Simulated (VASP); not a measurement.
# Ce (Fm-3m) in VASP: further runs

Runs on Ce. Level: r2SCAN. Tasks: single point.

All numbers are computed with VASP 6.6.1; they aren't measurements. Logs are shortened: lines on timing, memory, paths and dates and some standing lists are left out, and cuts for length are marked.

**1. The cell of the first run**

Symmetry: Fm-3m, No. 225, cubic system. Conventional cell: a = 4.678 Å, b = 4.678 Å, c = 4.678 Å, α = 90.00°, β = 90.00°, γ = 90.00°. Within 4.4 Å of Ce (site symmetry m-3m) lie 12 Ce at 3.31 Å.

**2. Single point, r2SCAN**

POSCAR reads:

```
Ce
1.0
    0.0000000000      2.3390384114      2.3390384114
    2.3390384114      0.0000000000      2.3390384114
    2.3390384114      2.3390384114      0.0000000000
Ce
1
Direct
    0.0000000000      0.0000000000      0.0000000000
```

INCAR.step1 reads:

```
SYSTEM = Ce
PREC = Accurate ; ENCUT = 520
ISMEAR = 0 ; SIGMA = 0.3
LREAL = .False. ; LASPH = .True.
NELM = 80 ; NBANDS = 12
GGA = PE ; ALGO = Normal
EDIFF = 1E-4 ; LWAVE = .True.
LCHARG = .False.
```

INCAR.step2 reads:

```
SYSTEM = Ce
PREC = Accurate ; ENCUT = 520
EDIFF = 1E-6 ; ISMEAR = 0
SIGMA = 0.3 ; LREAL = .False.
LASPH = .True. ; NELM = 80
ALGO = Normal ; ISIF = 2
LWAVE = .False. ; LCHARG = .False.
METAGGA = R2SCAN ; LMIXTAU = .True.
NBANDS = 12 ; ISTART = 1
```

KPOINTS reads:

```
regular mesh
0
Gamma
  12 12 12
  0 0 0
```

Potentials or basis: VASP PAW PBE potentials, release 64 (Ce).

Launch:

```bash
> cat potpaw_PBE.64/Ce/POTCAR > POTCAR
> cp INCAR.step1 INCAR
> mpirun -np 1 vasp_std > vasp.out
> cp INCAR.step2 INCAR
> mpirun -np 1 vasp_std > vasp.out
```

OUTCAR:

```text
SYSTEM = Ce
   PREC = Accurate
   ENCUT = 520
   EDIFF = 1E-6
   ISMEAR = 0
   LREAL = .False.
   LASPH = .True.
   NELM = 80
   ISIF = 2
   METAGGA = R2SCAN
   ISTART = 1

 ion  position               nearest neighbor table
   1  0.000  0.000  0.000-

  LATTYP: Found a face centered cubic cell.
 ALAT       =     4.6780768228

  Lattice vectors:

 A1 = (   0.0000000000,   2.3390384114,   2.3390384114)
 A2 = (   2.3390384114,   0.0000000000,   2.3390384114)
 A3 = (   2.3390384114,   2.3390384114,   0.0000000000)

Analysis of symmetry for initial positions (statically):
=====================================================================
 Subroutine PRICEL returns:
 Original cell was already a primitive cell.

 Routine SETGRP: Setting up the symmetry group for a
 face centered cubic supercell.

 Subroutine GETGRP returns: Found 48 space group operations
 (whereof 48 operations were pure point group operations)
 out of a pool of 48 trial point group operations.

The static configuration has the point symmetry O_h .

Analysis of symmetry for dynamics (positions and initial velocities):
=====================================================================
 Subroutine PRICEL returns:
 Original cell was already a primitive cell.

 Routine SETGRP: Setting up the symmetry group for a
 face centered cubic supercell.

 Subroutine GETGRP returns: Found 48 space group operations
 (whereof 48 operations were pure point group operations)
 out of a pool of 48 trial point group operations.

The dynamic configuration has the point symmetry O_h .

 Subroutine INISYM returns: Found 48 space group operations
 (whereof 48 operations are pure point group operations),
 and found     1 'primitive' translations

----------------------------------------------------------------------------------------

                                     Primitive cell

  volume of cell :      25.5942

  direct lattice vectors                    reciprocal lattice vectors
     0.000000000  2.339038411  2.339038411    -0.213763056  0.213763056  0.213763056
     2.339038411  0.000000000  2.339038411     0.213763056 -0.213763056  0.213763056
     2.339038411  2.339038411  0.000000000     0.213763056  0.213763056 -0.213763056

  length of vectors
     3.307899844  3.307899844  3.307899844     0.370248475  0.370248475  0.370248475

  position of ions in fractional coordinates (direct lattice)
     0.000000000  0.000000000  0.000000000

  ion indices of the primitive-cell ions
   primitive index   ion index
                 1           1

----------------------------------------------------------------------------------------

 KPOINTS: regular mesh

Automatic generation of k-mesh.
 Grid dimensions read from file:
 generate k-points for:   12   12   12

 Generating k-lattice:

  Cartesian coordinates                     Fractional coordinates (reciprocal lattice)
    -0.017813588  0.017813588  0.017813588     0.083333333  0.000000000  0.000000000
     0.017813588 -0.017813588  0.017813588     0.000000000  0.083333333  0.000000000
     0.017813588  0.017813588 -0.017813588     0.000000000  0.000000000  0.083333333

  Length of vectors
     0.030854040  0.030854040  0.030854040

  Shift w.r.t. Gamma in fractional coordinates (k-lattice)
     0.000000000  0.000000000  0.000000000

 Subroutine IBZKPT returns following result:
 ===========================================

 Found     72 irreducible k-points:

 Following reciprocal coordinates:
            Coordinates               Weight
  0.000000  0.000000  0.000000      1.000000
  0.083333  0.000000  0.000000      8.000000
  0.166667  0.000000  0.000000      8.000000
  0.250000  0.000000  0.000000      8.000000
  0.333333  0.000000  0.000000      8.000000
  0.416667  0.000000  0.000000      8.000000
[... 16 lines left out ...]
  0.500000  0.166667  0.000000     24.000000
 -0.416667  0.166667  0.000000     24.000000
 [... further k-points ...]
   k-points           NKPTS =     72   k-points in BZ     NKDIM =     72   number of bands    NBANDS=     12
   number of dos      NEDOS =    301   number of ions     NIONS =      1
   total plane-waves  NPLWV =  21952
   dimension x,y,z NGX =    28 NGY =   28 NGZ =   28
   dimension x,y,z NGXF=    56 NGYF=   56 NGZF=   56
   ions per type =               1
   NGX,Y,Z   is equivalent  to a cutoff of  14.07, 14.07, 14.07 a.u.
   NGXF,Y,Z  is equivalent  to a cutoff of  28.14, 28.14, 28.14 a.u.
 SYSTEM =  Ce
   PREC   = accura    normal or accurate (medium, high low for compatibility)
   ISTART =      1    job   : 0-new  1-cont  2-samecut
   ICHARG =      0    charge: 1-file 2-atom 10-const
   ISPIN  =      1    spin polarized calculation?
   LNONCOLLINEAR =      F non collinear calculations
   LSORBIT =      F    spin-orbit coupling
   LASPH  =      T    aspherical Exc in radial PAW
   ENCUT  =  520.0 eV  38.22 Ry    6.18 a.u.   6.15  6.15  6.15*2*pi/ulx,y,z
   NELM   =     80;   NELMIN=  2; NELMDL=  0     # of ELM steps
   EDIFF  = 0.1E-05   stopping-criterion for ELM
   LREAL  =      F    real-space projection
   EDIFFG = 0.1E-04   stopping-criterion for IOM
   NSW    =      0    number of steps for IOM
   IBRION =     -1    ionic relax: 0-MD 1-quasi-New 2-CG
   NFREE  =      0    steps in history (QN), initial steepest desc. (CG)
   ISIF   =      2    stress and relaxation
   ISYM   =      2    0-nonsym 1-usesym 2-fastsym
   POTIM  = 0.5000    time-step for ionic-motion
   TEBEG  =    0.0;   TEEND  =   0.0 temperature during run
   PSTRESS=    0.0 pullay stress
   NELECT =      12.0000    total number of electrons
   NUPDOWN=      -1.0000    fix difference up-down
   EMIN   =  10.00;   EMAX   =-10.00  energy-range for DOS
   EFERMI =   0.00;   METHOD = LEGACY
   ISMEAR =     0;   SIGMA  =   0.30  broadening in eV -4-tet -1-fermi 0-gaus
   EFERMI_NEDOS =   21; number of points for ismear=-14 and -15
   IALGO  =     38    algorithm
   IMIX   =      4    mixing-type and parameters
     AMIX     =   0.40;   BMIX     =  1.00
     AMIX_MAG =   1.60;   BMIX_MAG =  1.00
  volume/ion in A,a.u.               =      25.59       172.72
  Fermi-wavevector in a.u.,A,eV,Ry     =   1.271807  2.403367 22.007331  1.617493
  Thomas-Fermi vector in A             =   2.404720
   LORBIT       =      0    0 simple, 1 ext, 2 COOP (PROOUT), +10 PAW based schemes
   METAGGA = R2SCAN    functional components
   LHFCALC =     F    Hartree Fock is set to
   AEXX    =    0.0000 exact exchange contribution
   IVDW    =     0    specifies the selected vdW correction
   LEPSILON=     F    determine dielectric tensor
   LRPA    =     F    only Hartree local field effects (RPA)
 non-spin polarized calculation
 Gauss-broadening in eV      SIGMA  =   0.30
  energy-cutoff  :      520.00
  volume of cell :       25.59
 maximum number of plane-waves:       701
 NGX is ok and might be reduce to    28
   NGX = 13   NGY = 13   NGZ = 13

 number of electron      12.0000000 magnetization

 Free energy of the ion-electron system (eV)
  ---------------------------------------------------
  ext. energy  EPLUGINS =         0.00000000
  ---------------------------------------------------
  free energy    TOTEN  =       -30.87377864 eV

  energy without entropy =      -30.78753600  energy(sigma->0) =      -30.83065732

 E-fermi :   9.9724     XC(G=0): -12.3097

 val. band max:        9.9705083975   @ k =   0.3333   0.0000   0.0000
 cond. band min:       9.9824069948   @ k =  -0.2500   0.3333   0.0833
 fundamental gap:      0.0118985973
 Fermi energy:         9.9723798568

 k-point     1 :       0.0000    0.0000    0.0000
  band No.  band energies     occupation
      1     -26.2161      2.00000
      2      -6.7142      2.00000
      3      -6.7142      2.00000
      4      -6.7142      2.00000
      5       7.1346      2.00000
      6       9.6361      1.88704
      7      10.4212      0.03435
      8      10.4212      0.03435
      9      10.4212      0.03435
     10      11.3983      0.00000
     11      11.3983      0.00000
     12      11.3983      0.00000

 k-point     2 :       0.0833    0.0000    0.0000
  band No.  band energies     occupation
      1     -26.1764      2.00000
      2      -6.9746      2.00000
      3      -6.7422      2.00000
      4      -6.7422      2.00000
      5       7.4688      2.00000
      6       9.5392      1.95883
      7      10.3878      0.05018
      8      10.4331      0.02985
      9      10.4332      0.02985
     10      11.1756      0.00000
     11      11.1756      0.00000
     12      11.4000      0.00000

 k-point     3 :       0.1667    0.0000    0.0000
  band No.  band energies     occupation
      1     -26.0662      2.00000
      2      -7.6400      2.00000
      3      -6.8178      2.00000
      4      -6.8177      2.00000
      5       8.1433      2.00000
      6       9.4861      1.97812
      7      10.2933      0.13031
      8      10.4705      0.01888
      9      10.4705      0.01887
     10      10.9584      0.00000
     11      10.9584      0.00000
     12      11.4047      0.00000
[... 286 lines left out ...]
 k-point    23 :       0.5000    0.1667    0.0000
  band No.  band energies     occupation
      1     -25.5266      2.00000
      2      -9.6352      2.00000
      3      -7.6678      2.00000
      4      -7.3102      2.00000
      5       8.4125      2.00000
      6       9.4357      1.98859
      7      10.4530      0.02348
      8      10.6724      0.00097
      9      10.7420      0.00029
     10      10.9139      0.00001
     11      11.0229      0.00000
     12      11.0609      0.00000

 k-point    24 :      -0.4167    0.1667    0.0000
  band No.  band energies     occupation
      1     -25.5147      2.00000
      2      -9.6665      2.00000
      3      -7.7808      2.00000
      4      -7.2368      2.00000
      5       8.5819      2.00000
      6       9.3537      1.99646
      7      10.5779      0.00431
      8      10.6507      0.00139
      9      10.7383      0.00031
     10      10.8846      0.00002
     11      11.0984      0.00000
     12      11.1091      0.00000

 [... further k-points ...]

------------------------ aborting loop because EDIFF is reached ----------------------------------------

  FORCE on cell =-STRESS in cart. coord.  units (eV):
  Direction    XX          YY          ZZ          XY          YZ          ZX
  --------------------------------------------------------------------------------------
  -------------------------------------------------------------------------------------
  Total       -0.0407041     -0.0407041     -0.0407041      0.0000000      0.0000000      0.0000000
  in kB       -2.5480416     -2.5480416     -2.5480416      0.0000000      0.0000000      0.0000000
  external PRESSURE =      -2.5480416 kB  Pullay stress =       0.0000000 kB

 VOLUME and BASIS-vectors are now :
 -----------------------------------------------------------------------------
  energy-cutoff  :      520.00
  volume of cell :       25.59
      direct lattice vectors                 reciprocal lattice vectors
     0.000000000  2.339038411  2.339038411    -0.213763056  0.213763056  0.213763056
     2.339038411  0.000000000  2.339038411     0.213763056 -0.213763056  0.213763056
     2.339038411  2.339038411  0.000000000     0.213763056  0.213763056 -0.213763056

 POSITION                                       TOTAL-FORCE (eV/Angst)
 -----------------------------------------------------------------------------------
      0.00000      0.00000      0.00000        -0.000000     -0.000000     -0.000000
 -----------------------------------------------------------------------------------
    total drift:                               -0.000000     -0.000000      0.000000

  FREE ENERGIE OF THE ION-ELECTRON SYSTEM (eV)
  ---------------------------------------------------
  free  energy   TOTEN  =       -30.8737786423 eV

  energy  without entropy=      -30.7875360028  energy(sigma->0) =      -30.83065732
```

It took 99 s on 1 thread of Intel Xeon Platinum 8488C (Sapphire Rapids), shared host; peak memory 0.19 GiB.

What came out:

```
Free energy            : -30.8738 eV
Pressure               : -0.3 GPa
Band gap on the k mesh : zero (bands 6 and 7 overlap by 0.53 eV)
```

Levels at points of the mesh, in eV from the Fermi level:
| k point | band 2 | band 3 | band 4 | band 5 | band 6 | band 7 | band 8 | band 9 | band 10 | band 11 |
| --- | --- | --- | --- | --- | --- | --- | --- | --- | --- | --- |
| (0.00, 0.00, 0.00) | -16.69 | -16.69 | -16.69 | -2.84 | -0.34 | 0.45 | 0.45 | 0.45 | 1.43 | 1.43 |
| (0.50, 0.00, 0.00) | -19.91 | -17.08 | -17.08 | -2.26 | -0.16 | 0.66 | 0.66 | 0.79 | 1.12 | 1.12 |
| (0.50, 0.50, 0.00) | -19.66 | -17.83 | -17.83 | -3.25 | -2.57 | 0.75 | 0.79 | 0.84 | 0.84 | 1.00 |

Caveat: so wide a smearing shifts energies and pressures; the PAW data sets were made with another functional, which shifts forces and pressure a little; spin-orbit coupling is left out, which moves the levels of the heavy elements; semilocal functionals describe open f shells poorly, which spoils levels, moments and volumes.

**3. Single point, r2SCAN**

POSCAR is that of step 2.

INCAR.step1 reads:

```
PREC = Accurate
ENCUT = 520
ISMEAR = 0
SIGMA = 0.6
LREAL = False
LASPH = True
NELM = 100
NBANDS = 12
GGA = PE
ALGO = Normal
EDIFF = 1E-4
LWAVE = True
LCHARG = False
```

INCAR.step2 reads:

```
PREC = Accurate
ENCUT = 520
EDIFF = 1E-6
ISMEAR = 0
SIGMA = 0.6
LREAL = False
LASPH = True
NELM = 100
ALGO = Normal
ISIF = 2
LWAVE = False
LCHARG = True
METAGGA = R2SCAN
LMIXTAU = True
LELF = True
LVHAR = True
NBANDS = 12
ISTART = 1
```

KPOINTS reads:

```
Automatic mesh
0
Gamma
  12 12 12
```

Potentials or basis: VASP PAW PBE potentials, release 64 (Ce).

Launch:

```bash
> cat potpaw_PBE.64/Ce/POTCAR > POTCAR
> cp INCAR.step1 INCAR
> mpirun -np 1 vasp_std > vasp.out
> cp INCAR.step2 INCAR
> mpirun -np 1 vasp_std > vasp.out
```

Run time: 1.7 min. Hardware: 1 thread of Intel Xeon Platinum 8488C (Sapphire Rapids), shared host; peak memory 0.19 GiB.

Results (log left out):

```yaml
Free_energy: -31.0319 eV
Pressure: 1.7 GPa
Band_gap_on_the_k_mesh: zero (bands 6 and 7 overlap by 0.57 eV)
```

Levels at points of the mesh, in eV from the Fermi level:
```csv
k point,band 4,band 5,band 6,band 7,band 8,band 9
"(0.00, 0.00, 0.00)",-16.62,-2.82,-0.17,0.62,0.62,0.62
"(0.50, 0.00, 0.00)",-17.02,-2.24,-0.01,0.79,0.79,0.98
"(0.50, 0.50, 0.00)",-17.77,-3.24,-2.56,0.87,0.97,0.97
```

Caveat: so wide a smearing shifts energies and pressures; the PAW data sets were made with another functional, which shifts forces and pressure a little; spin-orbit coupling is left out, which moves the levels of the heavy elements; semilocal functionals describe open f shells poorly, which spoils levels, moments and volumes.

The gap in the log of VASP goes by the Fermi energy; the results here count the filled bands.